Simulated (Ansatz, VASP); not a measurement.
**Two plane-wave programs on Te2Mo**

The input INCAR:

```
ALGO = Normal
EDIFF = 1E-7
EDIFFG = -0.005
ENCUT = 600
GGA = PE
IBRION = 2
ISIF = 3
ISMEAR = 0
LASPH = T
LCHARG = F
LREAL = F
LWAVE = F
NELM = 100
NSW = 100
PREC = Accurate
SIGMA = 0.02
```

Contents of KPOINTS:

```
k-points
0
Gamma
  9 9 2
```

File POSCAR:

```
Te2Mo
1.0
    3.5602328140      0.0000000000      0.0000000000
   -1.7801164070      3.0832520603      0.0000000000
    0.0000000000      0.0000000000     17.5240578200
Te Mo
2 1
Direct
    0.3333333300      0.6666666700      0.8978554500
    0.3333333300      0.6666666700      0.1021445500
    0.0000000000      0.0000000000      0.0000000000
```

Input for Ansatz:

```yaml
crystal:
  lattice:
    - [3.560232814, 0.0, 0.0]
    - [-1.780116407, 3.0832520603, 0.0]
    - [0.0, 0.0, 17.52405782]
  atoms:
    - { symbol: Te, position: [0.33333333, 0.66666667, 0.89785545] }
    - { symbol: Te, position: [0.33333333, 0.66666667, 0.10214455] }
    - { symbol: Mo, position: [0.0, 0.0, 0.0] }
basis:
  ecutwfc: 420
kpoints:
  mp_grid: { grid: [9, 9, 2] }
hamiltonian:
  xc: pbe
  pseudopotentials: { kind: paw, azcp: { folder: soft_1 } }
scf:
  occupations: { method: gaussian, width: 0.02 }
output:
  forces: true
  stress: true
  eigenvalues: true
  write_density: true
  write_potential: true
  elf: true
  volumetric_format: npy
relax:
  adjacent_minimum: "off"
  f_tol: 0.005
  max_steps: 80
  cell: { stress_tol: 0.05 }
```

Alike in both runs: task relaxation of cell and atoms; functional PBE; k mesh 9 × 9 × 2; occupations gaussian, width 0.02 eV; no spin polarisation.

```csv
,VASP,Ansatz
version,VASP 6.6.1,Ansatz 0.2.0
potentials or method,"VASP PAW PBE potentials, release 64 (Te, Mo_sv), cutoff 600 eV","scalar-relativistic, plane waves, PAW"
valence electrons in the cell,26,46
```

|  | VASP | Ansatz | Ansatz less VASP |
| --- | --- | --- | --- |
| gap on the k mesh at the Fermi level, each at its own relaxed structure (eV) | 1.08 | 1.08 | -0.003 |
| relaxed volume (Å³/atom) | 64.33 | 63.91 | -0.421 |
| relaxed length of the cell vector where the two differ most in proportion (Å) | 17.648 | 17.518 | -0.1302 |

VASP's potentials hold 26 valence electrons a cell and Ansatz's 46, so a difference there can come from the potentials and not from the codes. Ansatz's warnings: xc potential rough in thin density.

Neither program's run includes spin-orbit coupling.
